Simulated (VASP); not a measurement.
# Ag (Im-3m) in VASP: notebook

The runs below take Ag through single point, with PBE, r2SCAN.

Program: VASP 6.6.1. These are calculated values, not measurements. Logs are shortened: lines on timing, memory, paths and dates and some standing lists are left out, and cuts for length are marked.

### 1 The cell of the first run

The structure is cubic, space group Im-3m (No. 229). Conventional cell: a = 3.282 Å, b = 3.282 Å, c = 3.282 Å, α = 90.00°, β = 90.00°, γ = 90.00°. Within 3.7 Å of Ag (site symmetry m-3m) lie 14 Ag at 2.84 to 3.28 Å.

### 2 Single point, PBE

INCAR

```
SYSTEM = Ag
ALGO = Normal ; EDIFF = 1E-6
ENCUT = 520 ; GGA = PE
ISIF = 2 ; ISMEAR = 0
LASPH = .True. ; LCHARG = .False.
LREAL = .False. ; LWAVE = .False.
NBANDS = 12 ; NELM = 60
PREC = Accurate ; SIGMA = 0.05
```

KPOINTS

```
k-points
0
Gamma
  8 8 8
  0 0 0
```

POSCAR

```
Ag
1.0
   -1.6411893290      1.6411893290      1.6411893290
    1.6411893290     -1.6411893290      1.6411893290
    1.6411893290      1.6411893290     -1.6411893290
Ag
1
Direct
    0.0000000000      0.0000000000      0.0000000000
```

Potentials or basis: VASP PAW PBE potentials, release 64 (Ag).

Launch:

```bash
> cat potpaw_PBE.64/Ag/POTCAR > POTCAR
> mpirun -np 1 vasp_std > vasp.out
```

OUTCAR:

```text
SYSTEM = Ag
   EDIFF = 1E-6
   ENCUT = 520
   GGA = PE
   ISIF = 2
   ISMEAR = 0
   LASPH = .True.
   LREAL = .False.
   NELM = 60
   PREC = Accurate

 ion  position               nearest neighbor table
   1  0.000  0.000  0.000-

  LATTYP: Found a body centered cubic cell.
 ALAT       =     3.2823786580

  Lattice vectors:

 A1 = (  -1.6411893290,   1.6411893290,   1.6411893290)
 A2 = (   1.6411893290,  -1.6411893290,   1.6411893290)
 A3 = (   1.6411893290,   1.6411893290,  -1.6411893290)

Analysis of symmetry for initial positions (statically):
=====================================================================
 Subroutine PRICEL returns:
 Original cell was already a primitive cell.

 Routine SETGRP: Setting up the symmetry group for a
 body centered cubic supercell.

 Subroutine GETGRP returns: Found 48 space group operations
 (whereof 48 operations were pure point group operations)
 out of a pool of 48 trial point group operations.

The static configuration has the point symmetry O_h .

Analysis of symmetry for dynamics (positions and initial velocities):
=====================================================================
 Subroutine PRICEL returns:
 Original cell was already a primitive cell.

 Routine SETGRP: Setting up the symmetry group for a
 body centered cubic supercell.

 Subroutine GETGRP returns: Found 48 space group operations
 (whereof 48 operations were pure point group operations)
 out of a pool of 48 trial point group operations.

The dynamic configuration has the point symmetry O_h .

 Subroutine INISYM returns: Found 48 space group operations
 (whereof 48 operations are pure point group operations),
 and found     1 'primitive' translations

----------------------------------------------------------------------------------------

                                     Primitive cell

  volume of cell :      17.6822

  direct lattice vectors                    reciprocal lattice vectors
    -1.641189329  1.641189329  1.641189329     0.000000000  0.304657111  0.304657111
     1.641189329 -1.641189329  1.641189329     0.304657111  0.000000000  0.304657111
     1.641189329  1.641189329 -1.641189329     0.304657111  0.304657111  0.000000000

  length of vectors
     2.842623303  2.842623303  2.842623303     0.430850219  0.430850219  0.430850219

  position of ions in fractional coordinates (direct lattice)
     0.000000000  0.000000000  0.000000000

  ion indices of the primitive-cell ions
   primitive index   ion index
                 1           1

----------------------------------------------------------------------------------------

 KPOINTS: k-points

Automatic generation of k-mesh.
 Grid dimensions read from file:
 generate k-points for:    8    8    8

 Generating k-lattice:

  Cartesian coordinates                     Fractional coordinates (reciprocal lattice)
     0.000000000  0.038082139  0.038082139     0.125000000  0.000000000  0.000000000
     0.038082139  0.000000000  0.038082139     0.000000000  0.125000000  0.000000000
     0.038082139  0.038082139  0.000000000     0.000000000  0.000000000  0.125000000

  Length of vectors
     0.053856277  0.053856277  0.053856277

  Shift w.r.t. Gamma in fractional coordinates (k-lattice)
     0.000000000  0.000000000  0.000000000

 Subroutine IBZKPT returns following result:
 ===========================================

 Found     29 irreducible k-points:

 Following reciprocal coordinates:
            Coordinates               Weight
  0.000000  0.000000  0.000000      1.000000
  0.125000  0.000000  0.000000     12.000000
  0.250000  0.000000  0.000000     12.000000
  0.375000  0.000000  0.000000     12.000000
  0.500000  0.000000  0.000000      6.000000
  0.125000  0.125000  0.000000     24.000000
[... 16 lines left out ...]
 -0.250000  0.250000  0.250000      6.000000
 -0.375000  0.375000  0.250000     24.000000
 [... further k-points ...]
   k-points           NKPTS =     29   k-points in BZ     NKDIM =     29   number of bands    NBANDS=     12
   number of dos      NEDOS =    301   number of ions     NIONS =      1
   total plane-waves  NPLWV =  13824
   dimension x,y,z NGX =    24 NGY =   24 NGZ =   24
   dimension x,y,z NGXF=    48 NGYF=   48 NGZF=   48
   ions per type =               1
   NGX,Y,Z   is equivalent  to a cutoff of  14.04, 14.04, 14.04 a.u.
   NGXF,Y,Z  is equivalent  to a cutoff of  28.07, 28.07, 28.07 a.u.
 SYSTEM =  Ag
   PREC   = accura    normal or accurate (medium, high low for compatibility)
   ISTART =      0    job   : 0-new  1-cont  2-samecut
   ICHARG =      2    charge: 1-file 2-atom 10-const
   ISPIN  =      1    spin polarized calculation?
   LNONCOLLINEAR =      F non collinear calculations
   LSORBIT =      F    spin-orbit coupling
   LASPH  =      T    aspherical Exc in radial PAW
   ENCUT  =  520.0 eV  38.22 Ry    6.18 a.u.   5.29  5.29  5.29*2*pi/ulx,y,z
   NELM   =     60;   NELMIN=  2; NELMDL= -5     # of ELM steps
   EDIFF  = 0.1E-05   stopping-criterion for ELM
   LREAL  =      F    real-space projection
   EDIFFG = 0.1E-04   stopping-criterion for IOM
   NSW    =      0    number of steps for IOM
   IBRION =     -1    ionic relax: 0-MD 1-quasi-New 2-CG
   NFREE  =      0    steps in history (QN), initial steepest desc. (CG)
   ISIF   =      2    stress and relaxation
   ISYM   =      2    0-nonsym 1-usesym 2-fastsym
   POTIM  = 0.5000    time-step for ionic-motion
   TEBEG  =    0.0;   TEEND  =   0.0 temperature during run
   PSTRESS=    0.0 pullay stress
   NELECT =      11.0000    total number of electrons
   NUPDOWN=      -1.0000    fix difference up-down
   EMIN   =  10.00;   EMAX   =-10.00  energy-range for DOS
   EFERMI =   0.00;   METHOD = LEGACY
   ISMEAR =     0;   SIGMA  =   0.05  broadening in eV -4-tet -1-fermi 0-gaus
   EFERMI_NEDOS =   21; number of points for ismear=-14 and -15
   IALGO  =     38    algorithm
   IMIX   =      4    mixing-type and parameters
     AMIX     =   0.40;   BMIX     =  1.00
     AMIX_MAG =   1.60;   BMIX_MAG =  1.00
  volume/ion in A,a.u.               =      17.68       119.33
  Fermi-wavevector in a.u.,A,eV,Ry     =   1.397528  2.640944 26.573311  1.953083
  Thomas-Fermi vector in A             =   2.520775
   LORBIT       =      0    0 simple, 1 ext, 2 COOP (PROOUT), +10 PAW based schemes
   GGA     = PE    functional components
   LHFCALC =     F    Hartree Fock is set to
   AEXX    =    0.0000 exact exchange contribution
   IVDW    =     0    specifies the selected vdW correction
   LEPSILON=     F    determine dielectric tensor
   LRPA    =     F    only Hartree local field effects (RPA)
 non-spin polarized calculation
 Gauss-broadening in eV      SIGMA  =   0.05
  energy-cutoff  :      520.00
  volume of cell :       17.68
 maximum number of plane-waves:       490
 NGX is ok and might be reduce to    24
   NGX = 11   NGY = 11   NGZ = 11

 number of electron      11.0000004 magnetization

 Free energy of the ion-electron system (eV)
  ---------------------------------------------------
  ext. energy  EPLUGINS =         0.00000000
  ---------------------------------------------------
  free energy    TOTEN  =        -2.63516301 eV

  energy without entropy =       -2.63240226  energy(sigma->0) =       -2.63378263

 E-fermi :   8.1038     XC(G=0): -11.9971

 val. band max:        8.1025557450   @ k =   0.3750   0.1250   0.0000
 cond. band min:       8.1815562564   @ k =   0.2500   0.2500   0.0000
 fundamental gap:      0.0790005115
 Fermi energy:         8.1037858636

 k-point     1 :       0.0000    0.0000    0.0000
  band No.  band energies     occupation
      1       0.4360      2.00000
      2       3.1353      2.00000
      3       3.1353      2.00000
      4       3.1353      2.00000
      5       4.3894      2.00000
      6       4.3894      2.00000
      7      25.7870      0.00000
      8      25.7870      0.00000
      9      25.7870      0.00000
     10      31.5488      0.00000
     11      31.5488      0.00000
     12      31.5489      0.00000

 k-point     2 :       0.1250    0.0000    0.0000
  band No.  band energies     occupation
      1       0.9205      2.00000
      2       3.0210      2.00000
      3       3.1599      2.00000
      4       3.4091      2.00000
      5       4.2805      2.00000
      6       4.3985      2.00000
      7      24.2271      0.00000
      8      25.3992      0.00000
      9      26.0886      0.00000
     10      28.8466      0.00000
     11      29.1411      0.00000
     12      29.2054      0.00000

 k-point     3 :       0.2500    0.0000    0.0000
  band No.  band energies     occupation
      1       1.8453      2.00000
      2       2.7552      2.00000
      3       3.6207      2.00000
      4       4.1280      2.00000
      5       4.1957      2.00000
      6       4.4305      2.00000
      7      19.6969      0.00000
      8      23.4846      0.00000
      9      25.7407      0.00000
     10      26.7483      0.00000
     11      28.1347      0.00000
     12      30.2701      0.00000
[... 286 lines left out ...]
 k-point    23 :      -0.2500    0.2500    0.2500
  band No.  band energies     occupation
      1       2.7532      2.00000
      2       3.0458      2.00000
      3       3.6028      2.00000
      4       3.6028      2.00000
      5       4.0807      2.00000
      6       6.0572      2.00000
      7      20.7614      0.00000
      8      20.7614      0.00000
      9      21.6002      0.00000
     10      22.0733      0.00000
     11      32.6906      0.00000
     12      32.6906      0.00000

 k-point    24 :      -0.3750    0.3750    0.2500
  band No.  band energies     occupation
      1       2.4858      2.00000
      2       2.7647      2.00000
      3       3.6071      2.00000
      4       3.9884      2.00000
      5       4.8057      2.00000
      6       8.3284      0.00000
      7      16.2637      0.00000
      8      18.7075      0.00000
      9      21.1818      0.00000
     10      23.5760      0.00000
     11      30.5999      0.00000
     12      32.6833      0.00000

 [... further k-points ...]
[... 5 lines left out ...]
  --------------------------------------------------------------------------------------
  -------------------------------------------------------------------------------------
  Total        0.1461259      0.1461259      0.1461259      0.0000000     -0.0000000     -0.0000000
  in kB       13.2404231     13.2404231     13.2404231      0.0000000     -0.0000000     -0.0000000
  external PRESSURE =      13.2404231 kB  Pullay stress =       0.0000000 kB

 VOLUME and BASIS-vectors are now :
 -----------------------------------------------------------------------------
  energy-cutoff  :      520.00
  volume of cell :       17.68
      direct lattice vectors                 reciprocal lattice vectors
    -1.641189329  1.641189329  1.641189329     0.000000000  0.304657111  0.304657111
     1.641189329 -1.641189329  1.641189329     0.304657111  0.000000000  0.304657111
     1.641189329  1.641189329 -1.641189329     0.304657111  0.304657111  0.000000000

 POSITION                                       TOTAL-FORCE (eV/Angst)
 -----------------------------------------------------------------------------------
      0.00000      0.00000      0.00000        -0.000000     -0.000000      0.000000
 -----------------------------------------------------------------------------------
    total drift:                                0.000000      0.000000     -0.000000

  FREE ENERGIE OF THE ION-ELECTRON SYSTEM (eV)
  ---------------------------------------------------
  free  energy   TOTEN  =        -2.6351630107 eV

  energy  without entropy=       -2.6324022570  energy(sigma->0) =       -2.63378263
```

Wall time 2.5 s (1 thread of Intel Xeon 6975P-C (Granite Rapids), shared host); peak memory 0.13 GiB.

Results:

* Free energy: -2.6352 eV
* Pressure: 1.3 GPa

Levels at points of the mesh, in eV from the Fermi level:
```
           k point  band 4  band 5  band 6  band 7  band 8  band 9
(0.00, 0.00, 0.00)   -4.97   -3.71   -3.71   17.68   17.68   17.68
(0.50, 0.00, 0.00)   -3.60   -2.76   -0.15    3.78   13.05   14.01
(0.50, 0.50, 0.50)   -2.99   -2.99    6.64    6.64    6.64   12.17
```

### 3 Single point, PBE

This run uses another cell than the first one, of 17.95 Å³/atom, 1.015 times its volume.

INCAR

```
SYSTEM = Ag
  PREC = Accurate
  ENCUT = 520
  EDIFF = 1E-7
  ISMEAR = 0
  SIGMA = 0.05
  LREAL = .FALSE.
  LASPH = .TRUE.
  NELM = 60
  ALGO = Normal
  ISIF = 2
  LWAVE = .FALSE.
  LCHARG = .TRUE.
  GGA = PE
  LELF = .TRUE.
  LVHAR = .TRUE.
  NBANDS = 12
```

KPOINTS

```
Automatic mesh
0
G
  8 8 8
  0 0 0
```

POSCAR

```
Ag
1.0
   -1.6493996824      1.6493996824      1.6493996824
    1.6493996824     -1.6493996824      1.6493996824
    1.6493996824      1.6493996824     -1.6493996824
Ag
1
Direct
    0.0000000000      0.0000000000      0.0000000000
```

Potentials or basis: VASP PAW PBE potentials, release 64 (Ag).

Launch:

```bash
> cat potpaw_PBE.64/Ag/POTCAR > POTCAR
> mpirun -np 1 vasp_std > vasp.out
```

It took 2.9 s on 1 thread of Intel Xeon 6975P-C (Granite Rapids), shared host; peak memory 0.14 GiB.

It converged, with:

- Free energy: -2.6363 eV
- Pressure: -0.1 GPa

Levels at points of the mesh, in eV from the Fermi level:
| k point | band 2 | band 3 | band 4 | band 5 | band 6 | band 7 | band 8 | band 9 | band 10 | band 11 |
| --- | --- | --- | --- | --- | --- | --- | --- | --- | --- | --- |
| (0.00, 0.00, 0.00) | -4.92 | -4.92 | -4.92 | -3.70 | -3.70 | 17.62 | 17.62 | 17.62 | 23.16 | 23.16 |
| (0.50, 0.00, 0.00) | -5.63 | -3.75 | -3.59 | -2.77 | -0.12 | 3.69 | 12.99 | 13.88 | 19.21 | 20.32 |
| (0.50, 0.50, 0.50) | -6.23 | -2.99 | -2.99 | -2.99 | 6.60 | 6.60 | 6.60 | 11.96 | 12.91 | 12.91 |

### 4 Single point, r2SCAN

This run uses another cell than the first one, of 17.47 Å³/atom, 0.988 times its volume.

POSCAR

```
Ag
1.0
   -1.6344713994      1.6344713994      1.6344713994
    1.6344713994     -1.6344713994      1.6344713994
    1.6344713994      1.6344713994     -1.6344713994
Ag
1
Direct
    0.0000000000      0.0000000000      0.0000000000
```

INCAR.step1

```
SYSTEM = Ag
  PREC = Accurate
  ENCUT = 520
  ISMEAR = 0
  SIGMA = 0.05
  LREAL = .FALSE.
  LASPH = .TRUE.
  NELM = 100
  NBANDS = 12
  GGA = PE
  ALGO = Normal
  EDIFF = 1E-4
  LWAVE = .TRUE.
  LCHARG = .FALSE.
```

INCAR.step2

```
SYSTEM = Ag
  PREC = Accurate
  ENCUT = 520
  EDIFF = 1E-6
  ISMEAR = 0
  SIGMA = 0.05
  LREAL = .FALSE.
  LASPH = .TRUE.
  NELM = 100
  ALGO = Normal
  ISIF = 2
  LWAVE = .FALSE.
  LCHARG = .FALSE.
  METAGGA = R2SCAN
  LMIXTAU = .TRUE.
  NBANDS = 12
  ISTART = 1
```

KPOINTS

```
regular mesh
0
G
  18 18 18
  0 0 0
```

Potentials or basis: VASP PAW PBE potentials, release 64 (Ag).

Launch:

```bash
> cat potpaw_PBE.64/Ag/POTCAR > POTCAR
> cp INCAR.step1 INCAR
> mpirun -np 1 vasp_std > vasp.out
> cp INCAR.step2 INCAR
> mpirun -np 1 vasp_std > vasp.out
```

OUTCAR:

```text
SYSTEM = Ag
   PREC = Accurate
   ENCUT = 520
   EDIFF = 1E-6
   ISMEAR = 0
   LREAL = .FALSE.
   LASPH = .TRUE.
   NELM = 100
   ISIF = 2
   METAGGA = R2SCAN
   ISTART = 1

 ion  position               nearest neighbor table
   1  0.000  0.000  0.000-

  LATTYP: Found a body centered cubic cell.
 ALAT       =     3.2689427988

  Lattice vectors:

 A1 = (  -1.6344713994,   1.6344713994,   1.6344713994)
 A2 = (   1.6344713994,  -1.6344713994,   1.6344713994)
 A3 = (   1.6344713994,   1.6344713994,  -1.6344713994)

Analysis of symmetry for initial positions (statically):
=====================================================================
 Subroutine PRICEL returns:
 Original cell was already a primitive cell.

 Routine SETGRP: Setting up the symmetry group for a
 body centered cubic supercell.

 Subroutine GETGRP returns: Found 48 space group operations
 (whereof 48 operations were pure point group operations)
 out of a pool of 48 trial point group operations.

The static configuration has the point symmetry O_h .

Analysis of symmetry for dynamics (positions and initial velocities):
=====================================================================
[... 162 lines left out ...]
 Fermi energy:         8.1224280818

 k-point     1 :       0.0000    0.0000    0.0000
  band No.  band energies     occupation
      1       0.3400      2.00000
      2       2.9431      2.00000
      3       2.9431      2.00000
      4       2.9431      2.00000
      5       4.2470      2.00000
      6       4.2470      2.00000
      7      26.7353      0.00000
      8      26.7354      0.00000
      9      26.7354      0.00000
     10      32.8393      0.00000
     11      32.8393      0.00000
     12      32.8394      0.00000
[... 331 lines left out ...]
 k-point    24 :       0.3889    0.1111    0.0000
  band No.  band energies     occupation
      1       1.7234      2.00000
      2       2.2670      2.00000
      3       4.0936      2.00000
      4       4.1932      2.00000
      5       4.8224      2.00000
      6       8.2807      0.00001
      7      13.2468      0.00000
      8      20.4801      0.00000
      9      22.6866      0.00000
     10      28.7877      0.00000
     11      31.7212      0.00000
     12      32.8416      0.00000

 [... further k-points ...]
[... 5 lines left out ...]
  --------------------------------------------------------------------------------------
  -------------------------------------------------------------------------------------
  Total        0.0169771      0.0169771      0.0169771     -0.0000000     -0.0000000     -0.0000000
  in kB        1.5573334      1.5573334      1.5573334     -0.0000000     -0.0000000     -0.0000000
  external PRESSURE =       1.5573334 kB  Pullay stress =       0.0000000 kB

 VOLUME and BASIS-vectors are now :
 -----------------------------------------------------------------------------
  energy-cutoff  :      520.00
  volume of cell :       17.47
      direct lattice vectors                 reciprocal lattice vectors
    -1.634471399  1.634471399  1.634471399     0.000000000  0.305909299  0.305909299
     1.634471399 -1.634471399  1.634471399     0.305909299  0.000000000  0.305909299
     1.634471399  1.634471399 -1.634471399     0.305909299  0.305909299  0.000000000

 POSITION                                       TOTAL-FORCE (eV/Angst)
 -----------------------------------------------------------------------------------
      0.00000      0.00000      0.00000         0.000000     -0.000000     -0.000000
 -----------------------------------------------------------------------------------
    total drift:                                0.000000      0.000000      0.000000

  FREE ENERGIE OF THE ION-ELECTRON SYSTEM (eV)
  ---------------------------------------------------
  free  energy   TOTEN  =       -21.3196454757 eV

  energy  without entropy=      -21.3191148650  energy(sigma->0) =      -21.31938017
```

OUTCAR.step1:

```text
SYSTEM = Ag
   PREC = Accurate
   ENCUT = 520
   ISMEAR = 0
   LREAL = .FALSE.
   LASPH = .TRUE.
   NELM = 100
[... 577 lines left out ...]
 -----------------------------------------------------------------------------------
      0.00000      0.00000      0.00000         0.000000      0.000000      0.000000
 -----------------------------------------------------------------------------------
    total drift:                               -0.000000      0.000000     -0.000000

  FREE ENERGIE OF THE ION-ELECTRON SYSTEM (eV)
  ---------------------------------------------------
  free  energy   TOTEN  =        -2.6764381565 eV

  energy  without entropy=       -2.6755565795  energy(sigma->0) =       -2.67599737
```

OSZICAR.step1:

```text
N       E                     dE             d eps       ncg     rms          rms(c)
DAV:   1     0.516097827495E+02    0.51610E+02   -0.54053E+03  4728   0.815E+02
DAV:   2    -0.210820889628E+01   -0.53718E+02   -0.51108E+02  5504   0.193E+02
DAV:   3    -0.292079050133E+01   -0.81258E+00   -0.81198E+00  5404   0.248E+01
DAV:   4    -0.292331513078E+01   -0.25246E-02   -0.25245E-02  5344   0.145E+00
DAV:   5    -0.292333546780E+01   -0.20337E-04   -0.20338E-04  5220   0.117E-01    0.489E+00
DAV:   6    -0.268607994968E+01    0.23726E+00   -0.96064E-01  5184   0.870E+00    0.327E+00
DAV:   7    -0.267920824608E+01    0.68717E-02   -0.65107E-03  5224   0.782E-01    0.186E+00
DAV:   8    -0.267642966955E+01    0.27786E-02   -0.68757E-04  5292   0.202E-01    0.739E-02
DAV:   9    -0.267643815650E+01   -0.84869E-05   -0.60213E-06  2728   0.197E-02
   1 F= -.26764382E+01 E0= -.26759974E+01  d E =-.881577E-03
```

Wall time 39 s (1 thread of Intel Xeon 6975P-C (Granite Rapids), shared host); peak memory 0.17 GiB.

Results:

```yaml
Free_energy: -21.3196 eV
Pressure: 0.2 GPa
```

Caveat: the PAW data sets were made with another functional, which shifts forces and pressure a little.

[end of part 1 of 2]
